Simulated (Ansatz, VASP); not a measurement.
# One calculation of WSe2, two programs

```xyz
3
Lattice="3.3179 0.0000 0.0000 -1.6590 2.8734 0.0000 0.0000 0.0000 16.6581" Properties=species:S:1:pos:R:3 pbc="T T T"
W     0.0000    0.0000    0.0000
Se    0.0000    1.7173    1.4902
Se    0.0000    1.9156   14.9959
```

Alike in both runs: task single point; functional r2SCAN; k mesh 12 × 12 × 2; occupations gaussian, width 0.05 eV; no spin polarisation.

|  | VASP | Ansatz |
| --- | --- | --- |
| version | VASP 6.6.1 | Ansatz 0.2.0 |
| potentials or method | VASP PAW PBE potentials, release 64 (W_sv, Se), cutoff 520 eV | scalar-relativistic, plane waves, PAW |
| valence electrons in the cell | 26 | 46 |

VASP gave:

- gap on the k mesh at the Fermi level (eV): 1.17
- least direct gap on the mesh (eV): 1.41
- rms of the force components (eV/Å): 2.369

Question: Which values does Ansatz return?

Answer: gap on the k mesh at the Fermi level (eV): 1.18; least direct gap on the mesh (eV): 1.41; rms of the force components (eV/Å): 2.348.

VASP's potentials were made for PBE, not for r2SCAN. Atom by atom the forces differ by 0.031 eV/Å (rms over components). With one functional, cell and mesh, what is left measures potentials, basis and numerics. VASP's potentials hold 26 valence electrons a cell and Ansatz's 46, so a difference there can come from the potentials and not from the codes.

Neither program's run includes spin-orbit coupling.
